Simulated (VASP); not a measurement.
# CdS5 (P6/mmm) in VASP: a series of runs

CdS5 is run at these levels: PBE; tasks: relaxation of cell and atoms, single point.

All numbers are computed with VASP 6.6.1; they aren't measurements. Logs are shortened: lines on timing, memory, paths and dates and some standing lists are left out, and cuts for length are marked.

### 1 The cell of the first run

The structure is hexagonal, space group P6/mmm (No. 191). Conventional cell: a = 7.694 Å, b = 7.694 Å, c = 2.974 Å, α = 90.00°, β = 90.00°, γ = 120.00°. Within 3.9 Å of Cd (site symmetry 6/mmm) lie 2 Cd at 2.97 Å. Within 3.0 Å of S (site symmetry mmm) lie 4 S at 2.22 to 2.97 Å. Within 3.0 Å of S (site symmetry -6m2) lie 5 S at 2.22 to 2.97 Å.

The cell was built from a structure type or drawn by symmetry, and may not be a known phase.

### 2 Relaxation of cell and atoms, PBE

File INCAR:

```
PREC = Accurate ; ENCUT = 600
EDIFF = 1E-7 ; ISMEAR = 0
SIGMA = 0.1 ; LREAL = F
LASPH = T ; NELM = 80
ALGO = Normal ; ISIF = 3
LWAVE = F ; LCHARG = F
GGA = PE ; IBRION = 2
NSW = 90 ; EDIFFG = -0.04
```

File KPOINTS:

```
regular mesh
0
Gamma
  3 3 6
```

File POSCAR:

```
CdS5
1.0
    7.6938290549      0.0000000000      0.0000000000
   -3.8469145275      6.6630514140      0.0000000000
    0.0000000000      0.0000000000      2.9738793788
Cd S
1 5
Direct
    0.0000000000      0.0000000000      0.0000000000
    0.5000000000      0.0000000000      0.5000000000
    0.0000000000      0.5000000000      0.5000000000
    0.5000000000      0.5000000000      0.5000000000
    0.3333333333      0.6666666667      0.5000000000
    0.6666666667      0.3333333333      0.5000000000
```

Potentials or basis: VASP PAW PBE potentials, release 64 (Cd, S).

Launch:

```console
cat potpaw_PBE.64/Cd/POTCAR potpaw_PBE.64/S/POTCAR > POTCAR
mpirun -np 1 vasp_std > vasp.out
```

OUTCAR:

```text
PREC = Accurate
   ENCUT = 600
   EDIFF = 1E-7
   ISMEAR = 0
   LREAL = F
   LASPH = T
   NELM = 80
   ISIF = 3
   GGA = PE
   IBRION = 2
   NSW = 90
   EDIFFG = -0.04

 ion  position               nearest neighbor table
   1  0.000  0.000  0.000-
   2  0.500  0.000  0.500-   5 2.22   6 2.22
   3  0.000  0.500  0.500-   5 2.22   6 2.22
   4  0.500  0.500  0.500-   5 2.22   6 2.22
   5  0.333  0.667  0.500-   3 2.22   2 2.22   4 2.22
   6  0.667  0.333  0.500-   3 2.22   2 2.22   4 2.22

  LATTYP: Found a hexagonal cell.
 ALAT       =     7.6938290549
 C/A-ratio  =     0.3865278729

  Lattice vectors:

 A1 = (   7.6938290549,   0.0000000000,   0.0000000000)
 A2 = (  -3.8469145275,   6.6630514140,   0.0000000000)
 A3 = (   0.0000000000,   0.0000000000,   2.9738793788)

Analysis of symmetry for initial positions (statically):
=====================================================================
 Subroutine PRICEL returns:
 Original cell was already a primitive cell.

 Routine SETGRP: Setting up the symmetry group for a
 hexagonal supercell.

 Subroutine GETGRP returns: Found 24 space group operations
 (whereof 24 operations were pure point group operations)
 out of a pool of 24 trial point group operations.

The static configuration has the point symmetry D_6h.

Analysis of symmetry for dynamics (positions and initial velocities):
=====================================================================
 Subroutine PRICEL returns:
 Original cell was already a primitive cell.

 Routine SETGRP: Setting up the symmetry group for a
 hexagonal supercell.

 Subroutine GETGRP returns: Found 24 space group operations
 (whereof 24 operations were pure point group operations)
 out of a pool of 24 trial point group operations.

The dynamic configuration has the point symmetry D_6h.

 Subroutine INISYM returns: Found 24 space group operations
 (whereof 24 operations are pure point group operations),
 and found     1 'primitive' translations

----------------------------------------------------------------------------------------

                                     Primitive cell

  volume of cell :     152.4541

  direct lattice vectors                    reciprocal lattice vectors
     7.693829055  0.000000000  0.000000000     0.129974294  0.075040694  0.000000000
    -3.846914528  6.663051414  0.000000000     0.000000000  0.150081387  0.000000000
     0.000000000  0.000000000  2.973879379     0.000000000  0.000000000  0.336261116

  length of vectors
     7.693829055  7.693829055  2.973879379     0.150081387  0.150081387  0.336261116

  position of ions in fractional coordinates (direct lattice)
     0.000000000  0.000000000  0.000000000
     0.500000000  0.000000000  0.500000000
     0.000000000  0.500000000  0.500000000
     0.500000000  0.500000000  0.500000000
     0.333333333  0.666666667  0.500000000
     0.666666667  0.333333333  0.500000000

  ion indices of the primitive-cell ions
   primitive index   ion index
                 1           1
                 2           2
                 3           3
                 4           4
                 5           5
                 6           6

----------------------------------------------------------------------------------------

 KPOINTS: regular mesh

Automatic generation of k-mesh.
 Grid dimensions read from file:
 generate k-points for:    3    3    6

 Generating k-lattice:

  Cartesian coordinates                     Fractional coordinates (reciprocal lattice)
     0.043324765  0.025013565  0.000000000     0.333333333  0.000000000  0.000000000
     0.000000000  0.050027129  0.000000000     0.000000000  0.333333333  0.000000000
     0.000000000  0.000000000  0.056043519     0.000000000  0.000000000  0.166666667

  Length of vectors
     0.050027129  0.050027129  0.056043519

  Shift w.r.t. Gamma in fractional coordinates (k-lattice)
     0.000000000  0.000000000  0.000000000

 Subroutine IBZKPT returns following result:
 ===========================================

 Found     12 irreducible k-points:

 Following reciprocal coordinates:
            Coordinates               Weight
  0.000000  0.000000  0.000000      1.000000
  0.333333 -0.000000  0.000000      6.000000
  0.333333  0.333333  0.000000      2.000000
  0.000000  0.000000  0.166667      2.000000
  0.333333 -0.000000  0.166667     12.000000
  0.333333  0.333333  0.166667      4.000000
  0.000000  0.000000  0.333333      2.000000
  0.333333 -0.000000  0.333333     12.000000
  0.333333  0.333333  0.333333      4.000000
  0.000000  0.000000  0.500000      1.000000
  0.333333 -0.000000  0.500000      6.000000
  0.333333  0.333333  0.500000      2.000000
   k-points           NKPTS =     12   k-points in BZ     NKDIM =     12   number of bands    NBANDS=     25
   number of dos      NEDOS =    301   number of ions     NIONS =      6
   total plane-waves  NPLWV =  98304
   dimension x,y,z NGX =    64 NGY =   64 NGZ =   24
   dimension x,y,z NGXF=   128 NGYF=  128 NGZF=   48
   ions per type =               1   5
   NGX,Y,Z   is equivalent  to a cutoff of  13.83, 13.83, 13.42 a.u.
   NGXF,Y,Z  is equivalent  to a cutoff of  27.66, 27.66, 26.83 a.u.
 SYSTEM =  unknown system
   PREC   = accura    normal or accurate (medium, high low for compatibility)
   ISTART =      0    job   : 0-new  1-cont  2-samecut
   ICHARG =      2    charge: 1-file 2-atom 10-const
   ISPIN  =      1    spin polarized calculation?
   LNONCOLLINEAR =      F non collinear calculations
   LSORBIT =      F    spin-orbit coupling
   LASPH  =      T    aspherical Exc in radial PAW
   ENCUT  =  600.0 eV  44.10 Ry    6.64 a.u.  15.37 15.37  5.94*2*pi/ulx,y,z
   NELM   =     80;   NELMIN=  2; NELMDL= -5     # of ELM steps
   EDIFF  = 0.1E-06   stopping-criterion for ELM
   LREAL  =      F    real-space projection
   EDIFFG = -.4E-01   stopping-criterion for IOM
   NSW    =     90    number of steps for IOM
   IBRION =      2    ionic relax: 0-MD 1-quasi-New 2-CG
   NFREE  =      1    steps in history (QN), initial steepest desc. (CG)
   ISIF   =      3    stress and relaxation
   ISYM   =      2    0-nonsym 1-usesym 2-fastsym
   POTIM  = 0.5000    time-step for ionic-motion
   TEBEG  =    0.0;   TEEND  =   0.0 temperature during run
   PSTRESS=    0.0 pullay stress
   NELECT =      42.0000    total number of electrons
   NUPDOWN=      -1.0000    fix difference up-down
   EMIN   =  10.00;   EMAX   =-10.00  energy-range for DOS
   EFERMI =   0.00;   METHOD = LEGACY
   ISMEAR =     0;   SIGMA  =   0.10  broadening in eV -4-tet -1-fermi 0-gaus
   EFERMI_NEDOS =   21; number of points for ismear=-14 and -15
   IALGO  =     38    algorithm
   IMIX   =      4    mixing-type and parameters
     AMIX     =   0.40;   BMIX     =  1.00
     AMIX_MAG =   1.60;   BMIX_MAG =  1.00
  volume/ion in A,a.u.               =      25.41       171.47
  Fermi-wavevector in a.u.,A,eV,Ry     =   1.065234  2.013000 15.438843  1.134723
  Thomas-Fermi vector in A             =   2.200779
   LORBIT       =      0    0 simple, 1 ext, 2 COOP (PROOUT), +10 PAW based schemes
   GGA     = PE    functional components
   LHFCALC =     F    Hartree Fock is set to
   AEXX    =    0.0000 exact exchange contribution
   IVDW    =     0    specifies the selected vdW correction
   LEPSILON=     F    determine dielectric tensor
   LRPA    =     F    only Hartree local field effects (RPA)
 conjugate gradient relaxation of ions
 non-spin polarized calculation
 Gauss-broadening in eV      SIGMA  =   0.10
  energy-cutoff  :      600.00
  volume of cell :      152.45
 maximum number of plane-waves:      5112
 NGX is ok and might be reduce to    64
   NGX = 31   NGY = 31   NGZ = 11

--------------------------------------- Ionic step        1  -------------------------------------------

 number of electron      42.0000004 magnetization

 Free energy of the ion-electron system (eV)
  ---------------------------------------------------
  ext. energy  EPLUGINS =         0.00000000
  ---------------------------------------------------
  free energy    TOTEN  =       -18.57436206 eV

  energy without entropy =      -18.56137998  energy(sigma->0) =      -18.56787102

------------------------ aborting loop because EDIFF is reached ----------------------------------------

  FORCE on cell =-STRESS in cart. coord.  units (eV):
  Direction    XX          YY          ZZ          XY          YZ          ZX
  --------------------------------------------------------------------------------------
  -------------------------------------------------------------------------------------
  Total       -0.0301898     -0.0301898     -1.1202028      0.0000000     -0.0000000      0.0000000
  in kB       -0.3172721     -0.3172721    -11.7724866      0.0000000     -0.0000000      0.0000000
  external PRESSURE =      -4.1356770 kB  Pullay stress =       0.0000000 kB
[... 101 lines left out ...]
  FREE ENERGIE OF THE ION-ELECTRON SYSTEM (eV)
  ---------------------------------------------------
  free  energy   TOTEN  =       -18.5846252421 eV

  energy  without entropy=      -18.5656119728  energy(sigma->0) =      -18.57511861

[... ionic steps 4 to 16 ...]

--------------------------------------- Ionic step       17  -------------------------------------------

 number of electron      41.9999997 magnetization

------------------------ aborting loop because EDIFF is reached ----------------------------------------

  FORCE on cell =-STRESS in cart. coord.  units (eV):
  Direction    XX          YY          ZZ          XY          YZ          ZX
  --------------------------------------------------------------------------------------
  -------------------------------------------------------------------------------------
  Total        1.3741481      1.3741481      2.3594299     -0.0000000     -0.0000000      0.0000000
  in kB       15.3707635     15.3707635     26.3917979     -0.0000000     -0.0000000      0.0000000
  external PRESSURE =      19.0444416 kB  Pullay stress =       0.0000000 kB
[... 65 lines left out ...]
  energy  without entropy=      -18.7714286782  energy(sigma->0) =      -18.77930167

--------------------------------------- Ionic step       19  -------------------------------------------

 number of electron      41.9999997 magnetization

 Free energy of the ion-electron system (eV)
  ---------------------------------------------------
  ext. energy  EPLUGINS =         0.00000000
  ---------------------------------------------------
  free energy    TOTEN  =       -18.78949363 eV

  energy without entropy =      -18.77355006  energy(sigma->0) =      -18.78152185

 E-fermi :   2.9733     XC(G=0):  -8.7446

 val. band max:        2.9567684714   @ k =   0.3333  -0.0000   0.1667
 cond. band min:       3.0817690166   @ k =   0.3333   0.3333   0.1667
 fundamental gap:      0.1250005452
 Fermi energy:         2.9732524877

 k-point     1 :       0.0000    0.0000    0.0000
  band No.  band energies     occupation
      1     -13.6247      2.00000
      2     -12.1570      2.00000
      3     -11.2095      2.00000
      4     -11.2095      2.00000
      5      -7.6766      2.00000
      6      -6.6325      2.00000
[... 358 lines left out ...]
  FREE ENERGIE OF THE ION-ELECTRON SYSTEM (eV)
  ---------------------------------------------------
  free  energy   TOTEN  =       -18.7894936324 eV

  energy  without entropy=      -18.7735500627  energy(sigma->0) =      -18.78152185

 reached required accuracy - stopping structural energy minimisation
```

It took 6.3 min on 1 thread of Intel Xeon 6975P-C (Granite Rapids), shared host; peak memory 0.34 GiB.

What came out:

| Item | Value |
| --- | --- |
| Free energy | -18.7895 eV |
| Relaxed volume | 24.70 Å³/atom |
| Relaxed cell | a = 7.991 Å, b = 7.991 Å, c = 2.680 Å, α = 90.00°, β = 90.00°, γ = 120.00° |
| Space group after relaxing (to 0.1 Å) | P6/mmm (No. 191) |
| Energy gained by relaxing | 35.9 meV/atom |
| Ionic steps | 19 |
| Pressure after relaxing | 0.0 GPa |
| Band gap on the k mesh | zero (bands 21 and 22 overlap by 3.03 eV) |

Step by step:
| step | energy change (eV) | largest force (eV/Å) | pressure (GPa) | volume (Å³) |
| --- | --- | --- | --- | --- |
| 1 | 0.0000 | 0.0000 | -0.41 | 152.45 |
| 2 | -0.0070 | 0.0000 | -0.13 | 151.01 |
| 3 | -0.0103 | 0.0000 | 0.13 | 149.87 |
| 4 | -0.0210 | 0.0000 | 0.69 | 147.60 |
| 5 | -0.0166 | 0.0000 | 2.06 | 143.08 |
| 6 | -0.0258 | 0.0000 | 1.34 | 145.26 |
| 7 | -0.0253 | 0.0000 | 0.97 | 146.55 |
| 8 | -0.0264 | 0.0000 | 1.17 | 145.83 |
| 9 | -0.0292 | 0.0000 | 1.19 | 145.66 |
| 10 | -0.0343 | 0.0000 | 1.26 | 145.24 |
| 11 | -0.0520 | 0.0000 | 1.48 | 144.37 |
| 12 | -0.1413 | 0.0000 | 2.11 | 142.53 |
| 13 | 0.0530 | 0.0000 | 4.75 | 138.44 |
| 14 | -0.1602 | 0.0000 | 2.61 | 141.40 |
| 15 | -0.1671 | 0.0000 | 2.38 | 142.16 |
| 16 | -0.1673 | 0.0000 | 2.41 | 142.04 |
| 17 | -0.1844 | 0.0000 | 1.90 | 143.23 |
| 18 | -0.2128 | 0.0000 | 0.51 | 146.87 |
| 19 | -0.2151 | 0.0000 | 0.04 | 148.22 |

Final structure:
```cif
data_structure
_symmetry_space_group_name_H-M 'P 1'
_symmetry_Int_Tables_number 1
_cell_length_a 7.9910
_cell_length_b 7.9910
_cell_length_c 2.6803
_cell_angle_alpha 90.000
_cell_angle_beta 90.000
_cell_angle_gamma 120.000
_cell_volume 148.22
loop_
_atom_site_label
_atom_site_type_symbol
_atom_site_fract_x
_atom_site_fract_y
_atom_site_fract_z
_atom_site_occupancy
Cd1 Cd 0.00000 0.00000 0.00000 1
S1 S 0.50000 0.00000 0.50000 1
S2 S 0.00000 0.50000 0.50000 1
S3 S 0.50000 0.50000 0.50000 1
S4 S 0.33333 0.66667 0.50000 1
S5 S 0.66667 0.33333 0.50000 1
```

(Part 1 of 2 ends here.)
